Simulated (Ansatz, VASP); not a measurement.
# One calculation of Ag, two programs

POSCAR

```
Ag
1.0
    2.8113207876      0.0000000000      0.0000000000
   -1.4056603938      2.4346752202      0.0000000000
    0.0000000000      0.0000000000      9.2957423953
Ag
4
Direct
    0.3333333333      0.6666666667      0.2500000000
    0.6666666667      0.3333333333      0.7500000000
    1.0000000000      1.0000000000      1.0000000000
    1.0000000000      1.0000000000      0.5000000000
```

The input INCAR.step1:

```
PREC = Accurate
ENCUT = 520
ISMEAR = -1
SIGMA = 0.1
LREAL = False
LASPH = True
NELM = 60
NBANDS = 30
GGA = PE
ALGO = Normal
EDIFF = 1E-4
LWAVE = True
LCHARG = False
```

File INCAR.step2:

```
PREC = Accurate
ENCUT = 520
EDIFF = 1E-6
ISMEAR = -1
SIGMA = 0.1
LREAL = False
LASPH = True
NELM = 60
ALGO = Normal
ISIF = 2
LWAVE = False
LCHARG = True
METAGGA = R2SCAN
LMIXTAU = True
LELF = True
LVHAR = True
NBANDS = 30
ISTART = 1
```

File KPOINTS:

```
regular mesh
0
Gamma
  14 14 4
```

Input for Ansatz:

```yaml
crystal:
  lattice:
    - [2.8113207876, 0.0, 0.0]
    - [-1.4056603938, 2.4346752202, 0.0]
    - [0.0, 0.0, 9.2957423953]
  atoms:
    - { symbol: Ag, position: [0.3333333333, 0.6666666667, 0.25] }
    - { symbol: Ag, position: [0.6666666667, 0.3333333333, 0.75] }
    - { symbol: Ag, position: [1.0, 1.0, 1.0] }
    - { symbol: Ag, position: [1.0, 1.0, 0.5] }
hamiltonian:
  xc: r2scan
  pseudopotentials:
    kind: paw
    azcp:
      Ag: "pseudopotentials/Ag.paw.azcp"
basis:
  ecutwfc: 500
  fft_grid_basis: typed
kpoints:
  mp_grid: { grid: [14, 14, 4], shift: [0, 0, 0] }
magnetization:
  spin_polarized: false
scf:
  occupations: { method: fermi_dirac, width: 0.1 }
  lower_state_search: "off"
output:
  stress: true
```

Alike in both runs: task single point; functional r2SCAN; k mesh 14 × 14 × 4; occupations fermi-dirac, width 0.1 eV; no spin polarisation.

|  | VASP | Ansatz |
| --- | --- | --- |
| version | VASP 6.6.1 | Ansatz 0.2.0 |
| potentials or method | VASP PAW PBE potentials, release 64 (Ag), cutoff 520 eV | plane waves (500 eV) with PAW, scalar-relativistic |
| valence electrons in the cell | 44 | 76 |

```csv
,VASP,Ansatz,Ansatz less VASP
pressure (GPa),11.4,11.1,-0.30
"traceless stress, the component that is largest in VASP (GPa)",-1.41,-1.39,+0.016
```

VASP's potentials were made for PBE, not for r2SCAN. With one functional, cell and mesh, what is left measures potentials, basis and numerics. VASP's potentials hold 44 valence electrons a cell and Ansatz's 76, so a difference there can come from the potentials and not from the codes.
